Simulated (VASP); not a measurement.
# Te6PdS2 (P-1) in VASP: single point with r2SCAN

Aim: the single point of Te6PdS2 with r2SCAN.

All numbers are computed with VASP 6.6.1; they aren't measurements. Logs are shortened: lines on timing, memory, paths and dates and some standing lists are left out, and cuts for length are marked.

## (1) The cell of the first run

The typed cell holds 9 atoms: a = 4.690 Å, b = 7.382 Å, c = 8.837 Å, α = 104.20°, β = 98.10°, γ = 94.50°.

## (2) Single point, r2SCAN

Input file POSCAR:

```
Te6PdS2
1.0
    4.6898730000      0.0000000000      0.0000000000
   -0.5792050000      7.3594700000      0.0000000000
   -1.2452060000     -2.2725850000      8.4489440000
Te S Pd
6 2 1
Direct
    0.2458107632      0.2229933746      0.4276533380
    0.7541892368      0.7770066254      0.5723466620
    0.1817853895      0.0709067686      0.7482465601
    0.8182146105      0.9290932314      0.2517534399
    0.0944850989      0.5573150285      0.1677283499
    0.9055149011      0.4426849715      0.8322716501
    0.3378345632      0.2429186825      0.1621952774
    0.6621654368      0.7570813175      0.8378047226
    0.0000000000      0.0000000000      0.0000000000
```

Input file INCAR.step1:

```
PREC     = Accurate       # precision mode
ENCUT    = 520            # plane-wave cutoff, eV
ISMEAR   = -1             # smearing method
SIGMA    = 0.1            # smearing width, eV
LREAL    = False          # projectors in reciprocal space
LASPH    = True           # aspherical terms in the spheres
NELM     = 60             # most SCF steps
NBANDS   = 39             # bands
GGA      = PE             # functional
ALGO     = Normal         # electronic algorithm
EDIFF    = 1E-4           # SCF threshold, eV
LWAVE    = True           # write WAVECAR
LCHARG   = False          # write CHGCAR
```

Input file INCAR.step2:

```
PREC     = Accurate       # precision mode
ENCUT    = 520            # plane-wave cutoff, eV
EDIFF    = 1E-6           # SCF threshold, eV
ISMEAR   = -1             # smearing method
SIGMA    = 0.1            # smearing width, eV
LREAL    = False          # projectors in reciprocal space
LASPH    = True           # aspherical terms in the spheres
NELM     = 60             # most SCF steps
ALGO     = Normal         # electronic algorithm
ISIF     = 2              # what is computed and relaxed
LWAVE    = False          # write WAVECAR
LCHARG   = True           # write CHGCAR
METAGGA  = R2SCAN         # meta-GGA
LMIXTAU  = True         
LELF     = True           # ELF
LVHAR    = True         
NBANDS   = 39             # bands
ISTART   = 1
```

Input file KPOINTS:

```
Automatic mesh
0
Gamma
  4 3 2
  0.5 0 0.5
```

Potentials or basis: VASP PAW PBE potentials, release 64 (Te, S, Pd).

Run with:

```
> cat potpaw_PBE.64/Te/POTCAR potpaw_PBE.64/S/POTCAR potpaw_PBE.64/Pd/POTCAR > POTCAR
> cp INCAR.step1 INCAR
> mpirun -np 1 vasp_std > vasp.out
> cp INCAR.step2 INCAR
> mpirun -np 1 vasp_std > vasp.out
```

OUTCAR:

```text
PREC = Accurate
   ENCUT = 520
   EDIFF = 1E-6
   ISMEAR = -1
   LREAL = False
   LASPH = True
   NELM = 60
   ISIF = 2
   METAGGA = R2SCAN
   ISTART = 1

 ion  position               nearest neighbor table
   1  0.246  0.223  0.428-   7 2.48   4 2.82   3 3.34
   2  0.754  0.777  0.572-   8 2.48   3 2.82   4 3.34
   3  0.182  0.071  0.748-   9 2.64   2 2.82   6 3.10   1 3.34
   4  0.818  0.929  0.252-   9 2.64   1 2.82   5 3.10   2 3.34
   5  0.094  0.557  0.168-   7 2.66   6 2.86   4 3.10
   6  0.906  0.443  0.832-   8 2.66   5 2.86   3 3.10
   7  0.338  0.243  0.162-   9 2.33   1 2.48   5 2.66
   8  0.662  0.757  0.838-   9 2.33   2 2.48   6 2.66
   9  0.000  0.000  0.000-   7 2.33   8 2.33   3 2.64   4 2.64

  LATTYP: Found a triclinic cell.
 ALAT       =    11.4721977220
 B/A-ratio  =     0.4088033621
 C/A-ratio  =     1.6541215349
 COS(alpha) =     0.0045738895
 COS(beta)  =     0.5779137493
 COS(gamma) =     0.7671190136

  Lattice vectors:

 A1 = (   8.8005410000,   7.3594700000,   0.0000000000)
 A2 = (   4.6898730000,   0.0000000000,   0.0000000000)
 A3 = (   0.0867960000,  16.9915250000,  -8.4489440000)

Analysis of symmetry for initial positions (statically):
=====================================================================
 Subroutine PRICEL returns:
 Original cell was already a primitive cell.

 Routine SETGRP: Setting up the symmetry group for a
 triclinic supercell.

 Subroutine GETGRP returns: Found  2 space group operations
 (whereof  2 operations were pure point group operations)
 out of a pool of  2 trial point group operations.

The static configuration has the point symmetry S_2 .

Analysis of symmetry for dynamics (positions and initial velocities):
=====================================================================
 Subroutine PRICEL returns:
 Original cell was already a primitive cell.

 Routine SETGRP: Setting up the symmetry group for a
 triclinic supercell.

 Subroutine GETGRP returns: Found  2 space group operations
 (whereof  2 operations were pure point group operations)
 out of a pool of  2 trial point group operations.

The dynamic configuration has the point symmetry S_2 .

 Subroutine INISYM returns: Found  2 space group operations
 (whereof  2 operations are pure point group operations),
 and found     1 'primitive' translations

----------------------------------------------------------------------------------------

                                     Primitive cell

  volume of cell :     291.6151

  direct lattice vectors                    reciprocal lattice vectors
     4.689873000  0.000000000  0.000000000     0.213225390  0.016781264  0.035938975
    -0.579205000  7.359470000  0.000000000     0.000000000  0.135879350  0.036548635
    -1.245206000 -2.272585000  8.448944000     0.000000000  0.000000000  0.118357987

  length of vectors
     4.689873000  7.382227111  8.837411119     0.216883120  0.140708921  0.118357987

  position of ions in fractional coordinates (direct lattice)
     0.245810763  0.222993375  0.427653338
     0.754189237  0.777006625  0.572346662
     0.181785389  0.070906769  0.748246560
     0.818214611  0.929093231  0.251753440
     0.094485099  0.557315028  0.167728350
     0.905514901  0.442684972  0.832271650
     0.337834563  0.242918682  0.162195277
     0.662165437  0.757081318  0.837804723
     0.000000000  0.000000000  0.000000000

  ion indices of the primitive-cell ions
   primitive index   ion index
                 1           1
                 2           2
                 3           3
                 4           4
                 5           5
                 6           6
                 7           7
                 8           8
                 9           9

----------------------------------------------------------------------------------------

 KPOINTS: Automatic mesh

Automatic generation of k-mesh.
 Grid dimensions read from file:
 generate k-points for:    4    3    2

 Generating k-lattice:

  Cartesian coordinates                     Fractional coordinates (reciprocal lattice)
     0.053306348  0.004195316  0.008984744     0.250000000  0.000000000  0.000000000
     0.000000000  0.045293117  0.012182878     0.000000000  0.333333333  0.000000000
     0.000000000  0.000000000  0.059178993     0.000000000  0.000000000  0.500000000

  Length of vectors
     0.054220780  0.046902974  0.059178993

  Shift w.r.t. Gamma in fractional coordinates (k-lattice)
     0.500000000  0.000000000  0.500000000

 Subroutine IBZKPT returns following result:
 ===========================================

 Found     12 irreducible k-points:

 Following reciprocal coordinates:
            Coordinates               Weight
  0.125000 -0.000000  0.250000      2.000000
  0.375000 -0.000000  0.250000      2.000000
 -0.375000  0.000000  0.250000      2.000000
 -0.125000  0.000000  0.250000      2.000000
  0.125000  0.333333  0.250000      2.000000
  0.375000  0.333333  0.250000      2.000000
 -0.375000  0.333333  0.250000      2.000000
 -0.125000  0.333333  0.250000      2.000000
  0.125000 -0.333333  0.250000      2.000000
  0.375000 -0.333333  0.250000      2.000000
 -0.375000 -0.333333  0.250000      2.000000
 -0.125000 -0.333333  0.250000      2.000000
   k-points           NKPTS =     12   k-points in BZ     NKDIM =     12   number of bands    NBANDS=     39
   number of dos      NEDOS =    301   number of ions     NIONS =      9
   total plane-waves  NPLWV = 141120
   dimension x,y,z NGX =    36 NGY =   56 NGZ =   70
   dimension x,y,z NGXF=    72 NGYF=  112 NGZF=  140
   ions per type =               6   2   1
   NGX,Y,Z   is equivalent  to a cutoff of  12.76, 12.61, 13.17 a.u.
   NGXF,Y,Z  is equivalent  to a cutoff of  25.52, 25.22, 26.34 a.u.
 SYSTEM =  unknown system
   PREC   = accura    normal or accurate (medium, high low for compatibility)
   ISTART =      1    job   : 0-new  1-cont  2-samecut
   ICHARG =      0    charge: 1-file 2-atom 10-const
   ISPIN  =      1    spin polarized calculation?
   LNONCOLLINEAR =      F non collinear calculations
   LSORBIT =      F    spin-orbit coupling
   LASPH  =      T    aspherical Exc in radial PAW
   ENCUT  =  520.0 eV  38.22 Ry    6.18 a.u.   8.72 13.73 16.43*2*pi/ulx,y,z
   NELM   =     60;   NELMIN=  2; NELMDL=  0     # of ELM steps
   EDIFF  = 0.1E-05   stopping-criterion for ELM
   LREAL  =      F    real-space projection
   EDIFFG = 0.1E-04   stopping-criterion for IOM
   NSW    =      0    number of steps for IOM
   IBRION =     -1    ionic relax: 0-MD 1-quasi-New 2-CG
   NFREE  =      0    steps in history (QN), initial steepest desc. (CG)
   ISIF   =      2    stress and relaxation
   ISYM   =      2    0-nonsym 1-usesym 2-fastsym
   POTIM  = 0.5000    time-step for ionic-motion
   TEBEG  =    0.0;   TEEND  =   0.0 temperature during run
   PSTRESS=    0.0 pullay stress
   NELECT =      58.0000    total number of electrons
   NUPDOWN=      -1.0000    fix difference up-down
   EMIN   =  10.00;   EMAX   =-10.00  energy-range for DOS
   EFERMI =   0.00;   METHOD = LEGACY
   ISMEAR =    -1;   SIGMA  =   0.10  broadening in eV -4-tet -1-fermi 0-gaus
   EFERMI_NEDOS =   21; number of points for ismear=-14 and -15
   IALGO  =     38    algorithm
   IMIX   =      4    mixing-type and parameters
     AMIX     =   0.40;   BMIX     =  1.00
     AMIX_MAG =   1.60;   BMIX_MAG =  1.00
  volume/ion in A,a.u.               =      32.40       218.66
  Fermi-wavevector in a.u.,A,eV,Ry     =   0.955610  1.805842 12.424718  0.913191
  Thomas-Fermi vector in A             =   2.084464
   LORBIT       =      0    0 simple, 1 ext, 2 COOP (PROOUT), +10 PAW based schemes
   METAGGA = R2SCAN    functional components
   LHFCALC =     F    Hartree Fock is set to
   AEXX    =    0.0000 exact exchange contribution
   IVDW    =     0    specifies the selected vdW correction
   LEPSILON=     F    determine dielectric tensor
   LRPA    =     F    only Hartree local field effects (RPA)
 non-spin polarized calculation
  energy-cutoff  :      520.00
  volume of cell :      291.62
 maximum number of plane-waves:      7877
   NGX = 17   NGY = 27   NGZ = 33

 number of electron      58.0000000 magnetization

 Free energy of the ion-electron system (eV)
  ---------------------------------------------------
  ext. energy  EPLUGINS =         0.00000000
  ---------------------------------------------------
  free energy    TOTEN  =      -190.76845745 eV

  energy without entropy =     -190.65313554  energy(sigma->0) =     -190.71079650

 E-fermi :   4.5517     XC(G=0):  -9.1703

 val. band max:        4.4957149914   @ k =   0.1250  -0.3333   0.2500
 cond. band min:       4.6841485611   @ k =   0.3750  -0.0000   0.2500
 fundamental gap:      0.1884335697
 Fermi energy:         4.5517071868

 k-point     1 :       0.1250   -0.0000    0.2500
  band No.  band energies     occupation
      1     -10.4047      2.00000
      2     -10.0749      2.00000
      3      -8.0293      2.00000
      4      -7.7603      2.00000
      5      -7.4305      2.00000
      6      -6.4583      2.00000
[... 31 lines left out ...]
     38       9.1423      0.00000
     39       9.7440      0.00000

 k-point     2 :       0.3750   -0.0000    0.2500
  band No.  band energies     occupation
      1     -10.2562      2.00000
      2      -9.9924      2.00000
      3      -8.0069      2.00000
      4      -7.7173      2.00000
      5      -7.4095      2.00000
      6      -6.4078      2.00000
[... 409 lines left out ...]
     38       9.2515      0.00000
     39       9.9550      0.00000

 k-point    12 :      -0.1250   -0.3333    0.2500
  band No.  band energies     occupation
      1     -10.3294      2.00000
      2     -10.0884      2.00000
      3      -8.4028      2.00000
      4      -7.8705      2.00000
      5      -6.9578      2.00000
      6      -6.4712      2.00000
[... 31 lines left out ...]
     38       8.8348      0.00000
     39       9.7547      0.00000

------------------------ aborting loop because EDIFF is reached ----------------------------------------

  FORCE on cell =-STRESS in cart. coord.  units (eV):
  Direction    XX          YY          ZZ          XY          YZ          ZX
  --------------------------------------------------------------------------------------
  -------------------------------------------------------------------------------------
  Total        0.0474548      0.5555402     -0.9826541     -2.4064409     -1.3724075     -0.7000062
  in kB        0.2607238      3.0522214     -5.3988490    -13.2213477     -7.5402130     -3.8459391
  external PRESSURE =      -0.6953013 kB  Pullay stress =       0.0000000 kB

 VOLUME and BASIS-vectors are now :
 -----------------------------------------------------------------------------
  energy-cutoff  :      520.00
  volume of cell :      291.62
      direct lattice vectors                 reciprocal lattice vectors
     4.689873000  0.000000000  0.000000000     0.213225390  0.016781264  0.035938975
    -0.579205000  7.359470000  0.000000000     0.000000000  0.135879350  0.036548635
    -1.245206000 -2.272585000  8.448944000     0.000000000  0.000000000  0.118357987

 POSITION                                       TOTAL-FORCE (eV/Angst)
 -----------------------------------------------------------------------------------
      0.49115      0.66923      3.61322         0.019128      0.018877      0.003111
      2.37432      4.41765      4.83572        -0.019128     -0.018877     -0.003111
     -0.12024     -1.17862      6.32189         0.006036      0.017324      0.018443
      2.98570      6.26550      2.12705        -0.006036     -0.017324     -0.018443
     -0.08853      3.72037      1.41713         0.003531      0.008405      0.025812
      2.95399      1.36652      7.03182        -0.003531     -0.008405     -0.025812
      1.24173      1.41915      1.37038        -0.011124     -0.009792      0.001746
      1.62373      3.66773      7.07857         0.011124      0.009792     -0.001746
      0.00000      0.00000      0.00000         0.000000      0.000000      0.000000
 -----------------------------------------------------------------------------------
    total drift:                                0.000000     -0.000000     -0.000000

  FREE ENERGIE OF THE ION-ELECTRON SYSTEM (eV)
  ---------------------------------------------------
  free  energy   TOTEN  =      -190.7684574537 eV

  energy  without entropy=     -190.6531355420  energy(sigma->0) =     -190.71079650
```

It took 21 min on 1 thread of AMD EPYC 7R13, shared host; peak memory 0.44 GiB.

What came out:

* Free energy: -190.7685 eV
* Pressure: -0.1 GPa
* Largest force: 0.027 eV/Å
* Band gap on the k mesh: 0.19 eV (least direct gap 0.32 eV)

Forces on the atoms (eV/Å):
```
Te   0.019  0.019  0.003
Te  -0.019 -0.019 -0.003
Te   0.006  0.017  0.018
Te  -0.006 -0.017 -0.018
Te   0.004  0.008  0.026
Te  -0.004 -0.008 -0.026
S   -0.011 -0.010  0.002
S    0.011  0.010 -0.002
Pd   0.000  0.000  0.000
```

Stress tensor (GPa, compression positive):
```
 0.03 -1.32 -0.38
-1.32  0.31 -0.75
-0.38 -0.75 -0.54
```

Caveat: semilocal functionals underestimate gaps, and a narrow one can read as zero; the PAW data sets were made with another functional, which shifts forces and pressure a little; spin-orbit coupling is left out, which moves the levels of the heavy elements; a shifted mesh leaves out Γ, where band edges can lie.
